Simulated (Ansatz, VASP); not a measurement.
**One calculation of HfTi3O8, two programs**

Contents of INCAR:

```
ALGO = Normal ; EDIFF = 1E-6
ENCUT = 520 ; GGA = PE
ISIF = 2 ; ISMEAR = -1
LASPH = True ; LCHARG = True
LELF = True ; LREAL = False
LVHAR = True ; LWAVE = False
NBANDS = 59 ; NELM = 60
PREC = Accurate ; SIGMA = 0.02
```

File KPOINTS:

```
k-points
0
Gamma
  6 6 4
```

Contents of POSCAR:

```
HfTi3O8
1.0
    3.3033061213     -3.2798872153      0.0000000000
    3.3033061213      3.2798872153      0.0000000000
    0.0000000000      0.0000000000      6.0534612629
Ti O Hf
3 8 1
Direct
    0.5000000000      0.5000000000      0.0000000000
    0.0000000000      0.0000000000      0.7553700239
    0.0000000000      0.0000000000      0.2446299761
    0.1946327053      0.1946327053      0.0000000000
    0.8053672947      0.8053672947      0.0000000000
    0.6998449041      0.3001550959      0.7634434712
    0.3001550959      0.6998449041      0.7634434712
    0.1867176041      0.1867176041      0.5000000000
    0.8132823959      0.8132823959      0.5000000000
    0.6998449041      0.3001550959      0.2365565288
    0.3001550959      0.6998449041      0.2365565288
    0.5000000000      0.5000000000      0.5000000000
```

Input for Ansatz:

```yaml
crystal:
  lattice:
    - [3.3033061213, -3.2798872153, 0.0]
    - [3.3033061213, 3.2798872153, 0.0]
    - [0.0, 0.0, 6.0534612629]
  atoms:
    - { symbol: Ti, position: [0.5, 0.5, 0.0] }
    - { symbol: Ti, position: [0.0, 0.0, 0.7553700239] }
    - { symbol: O, position: [0.1946327053, 0.1946327053, 0.0] }
    - { symbol: O, position: [0.8053672947, 0.8053672947, 0.0] }
    - { symbol: O, position: [0.6998449041, 0.3001550959, 0.7634434712] }
    - { symbol: O, position: [0.3001550959, 0.6998449041, 0.7634434712] }
    - { symbol: Hf, position: [0.5, 0.5, 0.5] }
    - { symbol: Ti, position: [0.0, 0.0, 0.2446299761] }
    - { symbol: O, position: [0.1867176041, 0.1867176041, 0.5] }
    - { symbol: O, position: [0.8132823959, 0.8132823959, 0.5] }
    - { symbol: O, position: [0.6998449041, 0.3001550959, 0.2365565288] }
    - { symbol: O, position: [0.3001550959, 0.6998449041, 0.2365565288] }
kpoints:
  mp_grid: { grid: [6, 6, 4] }
  band_path:
    path:
      - [[0.0, 0.0, 0.0], [0.5, 0.5, -1.020771641098e-33], [0.5035322023699, 0.4964677976301, 1.022665706842e-20]]
      - [[0.4964677976301, -0.4964677976301, 1.437405159763e-18], [0.0, 0.0, 0.0], [1.947639116987e-36, -1.357987774797e-35, 0.5], [0.4964677976301, -0.4964677976301, 0.5]]
      - [[0.5035322023699, 0.4964677976301, 0.5], [0.5, 0.5, 0.5], [0.5, 0.5, -1.020771641098e-33]]
      - [[0.0, 0.0, 0.0], [0.5, 3.16100283963e-18, 7.238159084158e-19], [0.5, 2.947899268483e-18, 0.5], [1.947639116987e-36, -1.357987774797e-35, 0.5], [0.5, 0.5, 0.5]]
    npoints: 10
hamiltonian:
  xc: pbe
scf:
  occupations: { method: fermi_dirac, width: 0.02 }
  n_extra_bands: 7
output:
  forces: true
  stress: true
  eigenvalues: true
```

Alike in both runs: task single point; functional PBE; k mesh 6 × 6 × 4; occupations fermi-dirac, width 0.02 eV; no spin polarisation.

|  | VASP | Ansatz |
| --- | --- | --- |
| version | VASP 6.6.1 | Ansatz 0.2.0 |
| potentials or method | VASP PAW PBE potentials, release 64 (Ti_sv, O, Hf_pv) | plane waves, PAW |
| plane-wave cutoff (eV) | 520 | 420 |
| valence electrons in the cell | 94 | 110 |

```tsv
	VASP	Ansatz	Ansatz less VASP
gap on the k mesh at the Fermi level (eV)	1.98	2.01	+0.031
pressure (GPa)	4.8	5.2	+0.33
rms of the force components (eV/Å)	0.061	0.028	-0.0335
```

The functional is the same, so the differences come from potentials, cutoffs and numerics. VASP's potentials hold 94 valence electrons a cell and Ansatz's 110, so a difference there can come from the potentials and not from the codes.

Neither program's run includes spin-orbit coupling.
